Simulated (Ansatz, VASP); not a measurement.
## One calculation of Te2Mo, two programs

INCAR

```
SYSTEM = Te2Mo
PREC     = Accurate       ! precision mode
ENCUT    = 520            ! plane-wave cutoff, eV
EDIFF    = 1E-6           ! SCF threshold, eV
ISMEAR   = 1              ! smearing method
SIGMA    = 0.5            ! smearing width, eV
LREAL    = .False.        ! projectors in reciprocal space
LASPH    = .True.         ! aspherical terms in the spheres
NELM     = 80             ! most SCF steps
ALGO     = Normal         ! electronic algorithm
ISIF     = 2              ! what is computed and relaxed
LWAVE    = .False.        ! write WAVECAR
LCHARG   = .False.        ! write CHGCAR
GGA      = PE             ! functional
NBANDS   = 20             ! bands
```

The input KPOINTS:

```
Automatic mesh
0
Gamma
  6 6 4
  0 0 0
```

Contents of POSCAR:

```
Te2Mo
1.0
    3.5194545122      0.0000000000      0.0000000000
   -1.7597272561      3.0479370150      0.0000000000
    0.0000000000      0.0000000000      7.2144528865
Mo Te
1 2
Direct
    0.0000000000      0.0000000000      0.0000000000
    0.3333333333      0.6666666667      0.2534156080
    0.6666666667      0.3333333333      0.7465843920
```

Input for Ansatz:

```yaml
crystal:
  lattice:
    - [3.5194545122, 0.0, 0.0]
    - [-1.7597272561, 3.047937015, 0.0]
    - [0.0, 0.0, 7.2144528865]
  atoms:
    - { symbol: Mo, position: [0.0, 0.0, 0.0] }
    - { symbol: Te, position: [0.3333333333, 0.6666666667, 0.253415608] }
    - { symbol: Te, position: [0.6666666667, 0.3333333333, 0.746584392] }
kpoints:
  mp_grid: { grid: [6, 6, 4] }
hamiltonian:
  xc: pbe
scf:
  occupations: { method: methfessel_paxton, width: 0.5 }
  n_extra_bands: 4
output:
  forces: true
  stress: true
  eigenvalues: true
```

Alike in both runs: task single point; functional PBE; k mesh 6 × 6 × 4; occupations methfessel-paxton of order 1, width 0.5 eV; no spin polarisation.

|  | VASP | Ansatz |
| --- | --- | --- |
| version | VASP 6.6.1 | Ansatz 0.2.0 |
| potentials or method | VASP PAW PBE potentials, release 64 (Mo_sv, Te) | plane waves |
| plane-wave cutoff (eV) | 520 | 420 |
| valence electrons in the cell | 26 | 46 |

|  | VASP | Ansatz | Ansatz less VASP |
| --- | --- | --- | --- |
| pressure (GPa) | 1.8 | 1.8 | -0.01 |
| traceless stress, the component that is largest in VASP (GPa) | 1.40 | 1.35 | -0.058 |
| rms of the force components (eV/Å) | 0.117 | 0.111 | -0.0059 |

Atom by atom the forces differ by 0.006 eV/Å (rms over components). With one functional, cell and mesh, what is left measures potentials, basis and numerics. VASP's potentials hold 26 valence electrons a cell and Ansatz's 46, so a difference there can come from the potentials and not from the codes.

Neither program's run includes spin-orbit coupling.
